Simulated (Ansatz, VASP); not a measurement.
# AlCo3B in VASP and in Ansatz

INCAR

```
ALGO = Normal ; EDIFF = 1E-6
ENCUT = 520 ; GGA = PE
ISIF = 2 ; ISMEAR = 0
ISPIN = 2 ; LASPH = True
LCHARG = True ; LELF = True
LMAXMIX = 4 ; LORBIT = 11
LREAL = False ; LVHAR = True
LWAVE = False ; MAGMOM = 0 3 3 3 0
NBANDS = 28 ; NELM = 150
PREC = Accurate ; SIGMA = 0.1
```

Contents of KPOINTS:

```
k-points
0
Gamma
  6 6 6
```

File POSCAR:

```
AlCo3B
1.0
    3.6284134298      0.0000000000      0.0000000000
    0.0000000000      3.6284134298      0.0000000000
    0.0000000000      0.0000000000      3.6284134298
Al Co B
1 3 1
Direct
    0.5000000000      0.5000000000      0.5000000000
    0.5000000000      0.0000000000      0.0000000000
    0.0000000000      0.5000000000      0.0000000000
    0.0000000000      0.0000000000      0.5000000000
    0.0000000000      0.0000000000      0.0000000000
```

Input for Ansatz:

```yaml
crystal:
  lattice:
    - [3.6284134298, 0.0, 0.0]
    - [0.0, 3.6284134298, 0.0]
    - [0.0, 0.0, 3.6284134298]
  atoms:
    - { symbol: Al, position: [0.5, 0.5, 0.5] }
    - { symbol: Co, position: [0.5, 0.0, 0.0], spin: 3.0 }
    - { symbol: Co, position: [0.0, 0.5, 0.0], spin: 3.0 }
    - { symbol: Co, position: [0.0, 0.0, 0.5], spin: 3.0 }
    - { symbol: B, position: [0.0, 0.0, 0.0] }
basis:
  ecutwfc: 420
kpoints:
  mp_grid: { grid: [6, 6, 6] }
hamiltonian:
  xc: pbe
scf:
  occupations: { method: gaussian, width: 0.1 }
  lower_state_search: "off"
output:
  forces: true
  stress: true
  eigenvalues: true
  populations: true
magnetization:
  spin_polarized: true
```

Alike in both runs: task single point; functional PBE; k mesh 6 × 6 × 6; occupations gaussian, width 0.1 eV; collinear spin.

|  | VASP | Ansatz |
| --- | --- | --- |
| version | VASP 6.6.1 | Ansatz 0.2.0 |
| potentials or method | VASP PAW PBE potentials, release 64 (Al, Co, B), cutoff 520 eV | scalar-relativistic, plane waves, PAW |
| valence electrons in the cell | 33 | 57 |

Ansatz gave:

- gap on the k mesh at the Fermi level (eV): none
- pressure (GPa): 28.2
- net moment per atom (μB): 0.20

Task: What did VASP give for the same quantities?

Result: gap on the k mesh at the Fermi level (eV): none; pressure (GPa): 28.3; net moment per atom (μB): 0.20.

A gap of «none» marks a metal or a gap that the smearing closes. Both programs put the cell under a high pressure, so it lies far from rest at this level. VASP's potentials hold 33 valence electrons a cell and Ansatz's 57, so a difference there can come from the potentials and not from the codes.
